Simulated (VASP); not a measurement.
A run of VASP 6.6.1:

INCAR

```
SYSTEM = C
  PREC = Accurate
  ENCUT = 1300
  EDIFF = 1E-7
  ISMEAR = 0
  SIGMA = 0.1
  LREAL = .False.
  LASPH = .True.
  NELM = 120
  ALGO = Normal
  ISIF = 3
  LWAVE = .False.
  LCHARG = .False.
  GGA = PE
  IBRION = 2
  NSW = 90
  EDIFFG = -0.04
  GGA_COMPAT = .False.
  NELMIN = 4
```

File KPOINTS:

```
regular mesh
0
Gamma
  12 12 6
  0 0 0
```

The input POSCAR:

```
C
1.0
    1.9481707300      0.0000000000      0.0000000000
   -0.9740853700      1.6871653500      0.0000000000
    0.0000000000      0.0000000000      3.1936508700
C
2
Direct
    0.6666666700      0.3333333300      0.3746127700
    0.3333333300      0.6666666700      0.6253872300
```

Potentials or basis: VASP PAW PBE potentials, release 64 (C_h).

Run with:

```bash
$ cat potpaw_PBE.64/C_h/POTCAR > POTCAR
$ mpirun -np 1 vasp_std > vasp.out
```

Hardware: 1 thread of Intel(R) Xeon(R) Platinum 8375C CPU @ 2.90GHz (Ice Lake), with other jobs on the host.

Q: Estimate the wall time of this run.

A: It took 9.4 min on 1 thread of Intel(R) Xeon(R) Platinum 8375C CPU @ 2.90GHz (Ice Lake) (shared host), peak memory 0.16 GiB. Counts: scf iterations 232, k points 100, ion steps 28.
